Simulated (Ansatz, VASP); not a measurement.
One calculation of Ba2Ti3O8, two programs

```
CELL_PARAMETERS angstrom
3.95574 0.00000 0.00000
0.00000 3.95574 0.00000
0.00000 0.00000 23.22477
ATOMIC_POSITIONS crystal
Ti 0.50000 0.50000 0.33527
Ti 0.50000 0.50000 0.50138
Ti 0.50000 0.50000 0.66748
O 0.50000 0.00000 0.33069
O 0.00000 0.50000 0.33069
O 0.50000 0.50000 0.41548
O 0.50000 0.00000 0.50138
O 0.00000 0.50000 0.50138
O 0.50000 0.50000 0.58728
O 0.50000 0.00000 0.67206
O 0.00000 0.50000 0.67206
Ba 0.00000 0.00000 0.41217
Ba 0.00000 0.00000 0.59059
```

Alike in both runs: functional PBEsol; k mesh 7 × 7 × 1; occupations gaussian, width 0.05 eV; no spin polarisation.

Ansatz relaxed the structure, and its values are those at the end. VASP's run is a single point on that final structure, the one shown.

|  | VASP | Ansatz |
| --- | --- | --- |
| version | VASP 6.6.1 | Ansatz 0.2.0 |
| potentials or method | VASP PAW PBE potentials, release 64 (Ti_sv, O, Ba_sv), cutoff 520 eV | scalar-relativistic, plane waves, PAW |
| valence electrons in the cell | 104 | 104 |

Ansatz gave:

* gap on the k mesh at the Fermi level (eV): 0.99
* least direct gap on the mesh (eV): 1.55
* rms of the force components (eV/Å): 0.000

Task: Which values does VASP return?

Result: gap on the k mesh at the Fermi level (eV): 0.95; least direct gap on the mesh (eV): 1.52; rms of the force components (eV/Å): 0.043.

VASP's potentials were made for PBE, not for PBEsol. The functional is the same, so the differences come from potentials, cutoffs and numerics.

Neither program's run includes spin-orbit coupling.
